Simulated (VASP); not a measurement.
A run of VASP 6.6.1:

Contents of POSCAR:

```
GeSBr
1.0
    0.0000000000      3.9504586197      0.0000000000
    3.9504586197      0.0000000000      0.0000000000
    1.9752293099      1.9752293099     -8.5861710678
S Ge Br
2 2 2
Direct
    0.0989262872      0.0989262872      0.8021474256
    0.9010737128      0.9010737128      0.1978525744
    0.5000000000      0.0000000000      0.0000000000
    0.0000000000      0.5000000000      0.0000000000
    0.3160830359      0.3160830359      0.3678339282
    0.6839169641      0.6839169641      0.6321660718
```

The input INCAR.step1:

```
SYSTEM = GeSBr
  ALGO = Normal
  EDIFF = 1E-4
  ENCUT = 520
  GGA = PE
  ISMEAR = 0
  LASPH = .TRUE.
  LCHARG = .FALSE.
  LREAL = .FALSE.
  LWAVE = .TRUE.
  NBANDS = 36
  NELM = 60
  PREC = Accurate
  SIGMA = 0.0143
```

File INCAR.step2:

```
SYSTEM = GeSBr
  ALGO = Normal
  EDIFF = 1E-6
  ENCUT = 520
  ISIF = 2
  ISMEAR = 0
  ISTART = 1
  LASPH = .TRUE.
  LCHARG = .FALSE.
  LMIXTAU = .TRUE.
  LREAL = .FALSE.
  LWAVE = .FALSE.
  METAGGA = R2SCAN
  NBANDS = 36
  NELM = 60
  PREC = Accurate
  SIGMA = 0.0143
```

File KPOINTS:

```
k-points
0
G
  5 5 5
  0 0 0
```

Potentials or basis: VASP PAW PBE potentials, release 64 (S, Ge_d, Br).

Run with:

```sh
$ cat potpaw_PBE.64/S/POTCAR potpaw_PBE.64/Ge_d/POTCAR potpaw_PBE.64/Br/POTCAR > POTCAR
$ cp INCAR.step1 INCAR
$ mpirun -np 1 vasp_std > vasp.out
$ cp INCAR.step2 INCAR
$ mpirun -np 1 vasp_std > vasp.out
```

Hardware: 1 thread of Oxide Virtual Turin-like Processor (shared host).

Task: Estimate the wall time of this run.

Result: Run time: 5.4 min on 1 thread of Oxide Virtual Turin-like Processor, with other jobs on the host, peak memory 0.26 GiB. Counts: k points 18.
